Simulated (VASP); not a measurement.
Hg: single point with LDA

The system is Hg.

```
Hg
1.0
     2.52101    0.00000    0.00000
    -1.26050    2.18326    0.00000
     0.00000    0.00000    4.09834
Hg
2
Direct
  0.33333 0.66667 0.25000
  0.66667 0.33333 0.75000
```

```json
{
  "Program": "VASP 6.6.1",
  "Task": "single point",
  "Functional": "LDA",
  "Potentials or basis": "VASP PAW LDA potentials, release 64 (Hg)",
  "Cutoff": "520 eV",
  "k mesh": "17 × 17 × 10",
  "Occupations": "fermi-dirac, width 0.08 eV",
  "Spin": "no spin polarisation",
  "Dipole correction": "no",
  "Further INCAR settings": "ALGO = Normal; EDIFF = 1e-06; NBANDS = 19"
}
```

```json
{
  "Pressure": "321.6 GPa",
  "Band gap on the k mesh": "zero (bands 12 and 13 overlap by 1.61 eV)"
}
```

Stress tensor (GPa, compression positive):
```
321.75   0.00   0.00
  0.00 321.75   0.00
  0.00   0.00 321.32
```

Levels at points of the mesh, in eV from the Fermi level:
```tsv
k point	band 8	band 9	band 10	band 11	band 12	band 13	band 14	band 15	band 16	band 17
(0.00, 0.00, 0.00)	-12.03	-12.03	-9.31	-9.31	-8.02	-0.33	10.98	13.73	14.69	18.56
(0.00, 0.00, 0.50)	-13.65	-10.12	-10.12	-10.12	-10.12	9.19	9.19	12.12	12.12	17.74
```

Run time: 24 s on 1 thread of Intel(R) Xeon(R) 6975P-C (Granite Rapids), with other jobs on the host, peak memory 0.18 GiB.

Caveat: the cell stands under pressure; spin-orbit coupling is left out, which moves the levels of the heavy elements.
